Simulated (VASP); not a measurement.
Write the native input for VASP 6.6.1 that does the following.

```
Task                   : single point
Functional             : PBE
Potentials or basis    : VASP PAW PBE potentials, release 64 (Sb, O)
Cutoff                 : 520 eV
k mesh                 : 6 × 6 × 6
Occupations            : gaussian, width 0.1 eV
Spin                   : no spin polarisation
Dipole correction      : no
Further INCAR settings : ALGO = Normal; EDIFF = 1e-07; NBANDS = 15
```

The structure of Sb2O lies in POSCAR:

```
Sb2O
1.0
   -1.5636679075      1.5636679075      5.9820752966
    1.5636679075     -1.5636679075      5.9820752966
    1.5636679075      1.5636679075     -5.9820752966
Sb O
2 1
Direct
    0.6302108124      0.6302108124      0.0000000000
    0.3697891876      0.3697891876      0.0000000000
    0.0000000000      0.0000000000      0.0000000000
```

The cell was generated, and may not be a known phase.

One way to write it, as run:

INCAR

```
PREC = Accurate ; ENCUT = 520
EDIFF = 1E-7 ; ISMEAR = 0
SIGMA = 0.1 ; LREAL = F
LASPH = T ; NELM = 60
ALGO = Normal ; ISIF = 2
LWAVE = F ; LCHARG = F
GGA = PE ; NBANDS = 15
```

KPOINTS

```
regular mesh
0
Gamma
  6 6 6
```

Potentials or basis: VASP PAW PBE potentials, release 64 (Sb, O).

Command:

```console
$ cat potpaw_PBE.64/Sb/POTCAR potpaw_PBE.64/O/POTCAR > POTCAR
$ mpirun -np 1 vasp_std > vasp.out
```

Results of the run:

```
Pressure               : -0.2 GPa
Largest force          : 0.050 eV/Å
Band gap on the k mesh : zero (bands 8 and 9 overlap by 4.61 eV)
```

Caveat: spin-orbit coupling is left out, which moves the levels of the heavy elements.

Wall time 2.9 min on 1 thread of Intel Xeon 8259CL, on a shared host, peak memory 0.31 GiB.
